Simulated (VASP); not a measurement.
GaIr, 2 atoms in the cell. The structure is cubic, space group Pm-3m (No. 221). Conventional cell: a = 3.037 Å, b = 3.037 Å, c = 3.037 Å, α = 90.00°, β = 90.00°, γ = 90.00°. Ga (site symmetry m-3m) has 8 Ir at 2.63 Å and 6 Ga at 3.04 Å within 3.5 Å. Ir (site symmetry m-3m) has 8 Ga at 2.63 Å and 6 Ir at 3.04 Å within 3.5 Å. 

```yaml
Program: VASP 6.6.1
Task: single point
Functional: BLYP
Dispersion: D3(BJ)
Potentials_or_basis: VASP PAW PBE potentials, release 64 (Ga_d, Ir)
Cutoff: 520 eV
k_mesh: 9 × 9 × 9
Occupations: methfessel-paxton, width 0.1 eV
Spin: no spin polarisation
Dipole_correction: no
Further_INCAR_settings: ALGO = Normal; EDIFF = 1e-06; NBANDS = 18
```

Potentials or basis: VASP PAW PBE potentials, release 64 (Ga_d, Ir).

Launch:

```bash
$ cat potpaw_PBE.64/Ga_d/POTCAR potpaw_PBE.64/Ir/POTCAR > POTCAR
$ mpirun -np 1 vasp_std > vasp.out
```

Hardware: 1 thread of Intel(R) Xeon(R) Platinum 8259CL CPU @ 2.50GHz (Skylake/Cascade Lake) (shared host).

**Question.** Estimate the wall time of this run.

**Answer.** It took 17 s on 1 thread of Intel(R) Xeon(R) Platinum 8259CL CPU @ 2.50GHz (Skylake/Cascade Lake) (shared host), peak memory 0.16 GiB. Counts: scf iterations 12, k points 35.
